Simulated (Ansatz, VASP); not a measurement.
## Two plane-wave programs on Ti12Si

File INCAR:

```
SYSTEM = Ti12Si
ALGO = Normal
DIPOL = 0.5 0.5 0.307
EDIFF = 1E-7
ENCUT = 520
GGA = PE
IDIPOL = 3
ISIF = 2
ISMEAR = 0
IVDW = 12
LASPH = .TRUE.
LCHARG = .TRUE.
LDIPOL = .TRUE.
LELF = .TRUE.
LREAL = .FALSE.
LVACPOTAV = .TRUE.
LVHAR = .TRUE.
LWAVE = .FALSE.
NBANDS = 86
NELM = 60
PREC = Accurate
SIGMA = 0.1
```

KPOINTS

```
k-points
0
G
  6 6 1
  0 0 0
```

POSCAR

```
Ti12Si
1.0
    5.7099611434      0.0000000000      0.0000000000
   -2.8549805717      4.9449714048      0.0000000000
    0.0000000000      0.0000000000     21.5932633302
Ti Si
12 1
Direct
    0.3333333333      0.1666666667      0.1852429593
    0.3333333333      0.6666666667      0.1852429593
    0.8333333333      0.1666666667      0.1852429593
    0.8333333333      0.6666666667      0.1852429593
    0.1666666667      0.3333333333      0.2894365806
    0.1666666667      0.8333333333      0.2894365806
    0.6666666667      0.3333333333      0.2894365806
    0.6666666667      0.8333333333      0.2894365806
    0.0000000000      0.0000000000      0.3933293083
    0.0000000000      0.5000000000      0.3933293083
    0.5000000000      0.0000000000      0.3933293083
    0.5000000000      0.5000000000      0.3933293083
    0.0833333333      0.1666666667      0.5229993798
```

Input for Ansatz:

```yaml
crystal:
  lattice:
    - [5.7099611434, 0.0, 0.0]
    - [-2.8549805717, 4.9449714048, 0.0]
    - [0.0, 0.0, 21.5932633302]
  atoms:
    - { symbol: Ti, position: [0.3333333333, 0.1666666667, 0.1852429593] }
    - { symbol: Ti, position: [0.3333333333, 0.6666666667, 0.1852429593] }
    - { symbol: Ti, position: [0.8333333333, 0.1666666667, 0.1852429593] }
    - { symbol: Ti, position: [0.8333333333, 0.6666666667, 0.1852429593] }
    - { symbol: Ti, position: [0.1666666667, 0.3333333333, 0.2894365806] }
    - { symbol: Ti, position: [0.1666666667, 0.8333333333, 0.2894365806] }
    - { symbol: Ti, position: [0.6666666667, 0.3333333333, 0.2894365806] }
    - { symbol: Ti, position: [0.6666666667, 0.8333333333, 0.2894365806] }
    - { symbol: Ti, position: [0.0, 0.0, 0.3933293083] }
    - { symbol: Ti, position: [0.0, 0.5, 0.3933293083] }
    - { symbol: Ti, position: [0.5, 0.0, 0.3933293083] }
    - { symbol: Ti, position: [0.5, 0.5, 0.3933293083] }
    - { symbol: Si, position: [0.0833333333, 0.1666666667, 0.5229993798] }
basis:
  ecutwfc: 420
kpoints:
  mp_grid: { grid: [6, 6, 1] }
hamiltonian:
  xc: pbe
  pseudopotentials: { kind: paw, azcp: { folder: soft_1 } }
  dispersion: d3bj
scf:
  occupations: { method: gaussian, width: 0.1 }
output:
  forces: true
  eigenvalues: true
  write_density: true
  write_potential: true
  elf: true
  volumetric_format: npy
efield:
  axis: 3
  dipole_correction: true
  ramp_width: 0.04
```

Alike in both runs: task single point; functional PBE; dispersion D3(BJ); k mesh 6 × 6 × 1; occupations gaussian, width 0.1 eV; no spin polarisation.

|  | VASP | Ansatz |
| --- | --- | --- |
| version | VASP 6.6.1 | Ansatz 0.2.0 |
| potentials or method | VASP PAW PBE potentials, release 64 (Ti_sv, Si), cutoff 520 eV | scalar-relativistic, plane waves, PAW |
| valence electrons in the cell | 148 | 148 |

VASP gave:

```
gap on the k mesh at the Fermi level (eV)  : none
rms of the force components (eV/Å)         : 0.496
work function, face that differs most (eV) : 4.66
```

Estimate Ansatz's values.

gap on the k mesh at the Fermi level (eV): none; rms of the force components (eV/Å): 0.497; work function, face that differs most (eV): 4.67.

Atom by atom the forces differ by 0.007 eV/Å (rms over components). A gap of «none» marks a metal or a gap that the smearing closes. Ansatz's warnings: xc potential rough in thin density.
